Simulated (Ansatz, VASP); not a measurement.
## Two plane-wave programs on SbC

```
Sb C
1.0
     6.74082    0.00000    0.00000
     0.00000    3.37785    0.00000
     0.00000    0.00000    5.60273
Sb C
4 4
Direct
  0.12817 0.25000 0.26509
  0.37183 0.75000 0.76509
  0.62817 0.25000 0.23491
  0.87183 0.75000 0.73491
  0.16564 0.25000 0.65663
  0.33436 0.75000 0.15663
  0.66564 0.25000 0.84337
  0.83436 0.75000 0.34337
```

Alike in both runs: functional PBE; k mesh 6 × 12 × 8; occupations gaussian, width 0.1 eV; no spin polarisation.

Ansatz relaxed the structure, and its values are those at the end. VASP's run is a single point on that final structure, the one shown.

|  | VASP | Ansatz |
| --- | --- | --- |
| version | VASP 6.6.1 | Ansatz 0.2.0 |
| potentials or method | VASP PAW PBE potentials, release 64 (Sb, C), cutoff 520 eV | scalar-relativistic, plane waves, PAW |
| valence electrons in the cell | 36 | 76 |

```csv
,VASP,Ansatz,Ansatz less VASP
gap on the k mesh at the Fermi level (eV),none,none,-
pressure (GPa),0.1,0.0,-0.07
rms of the force components (eV/Å),0.028,0.001,-0.0273
```

A gap of «none» marks a metal or a gap that the smearing closes. The functional is the same, so the differences come from potentials, cutoffs and numerics. VASP's potentials hold 36 valence electrons a cell and Ansatz's 76, so a difference there can come from the potentials and not from the codes.

Neither program's run includes spin-orbit coupling.
